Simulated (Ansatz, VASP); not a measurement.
# Two plane-wave programs on Au3C

```
Au C
1.0
     2.94020    0.00000    0.00000
    -1.47010    2.54629    0.00000
     0.00000    0.00000   21.89749
Au C
3 1
Direct
  0.66667 0.33333 0.18267
  0.33333 0.66667 0.29452
  0.00000 0.00000 0.40632
  0.77778 0.22222 0.47711
```

Alike in both runs: task single point; functional PBE; k mesh 9 × 9 × 1; occupations gaussian, width 0.1 eV; no spin polarisation.

|  | VASP | Ansatz |
| --- | --- | --- |
| version | VASP 6.6.1 | Ansatz 0.2.0 |
| potentials or method | VASP PAW PBE potentials, release 64 (Au, C), cutoff 520 eV | scalar-relativistic, plane waves, PAW |
| valence electrons in the cell | 37 | 61 |

Ansatz gave:

```
gap on the k mesh at the Fermi level (eV)  : none
rms of the force components (eV/Å)         : 0.635
work function, face that differs most (eV) : 5.32
```

What did VASP give for the same quantities?

gap on the k mesh at the Fermi level (eV): none; rms of the force components (eV/Å): 0.657; work function, face that differs most (eV): 5.32.

Atom by atom the forces differ by 0.029 eV/Å (rms over components). A gap of «none» marks a metal or a gap that the smearing closes. The functional is the same, so the differences come from potentials, cutoffs and numerics. VASP's potentials hold 37 valence electrons a cell and Ansatz's 61, so a difference there can come from the potentials and not from the codes.

Spin-orbit coupling is off throughout.
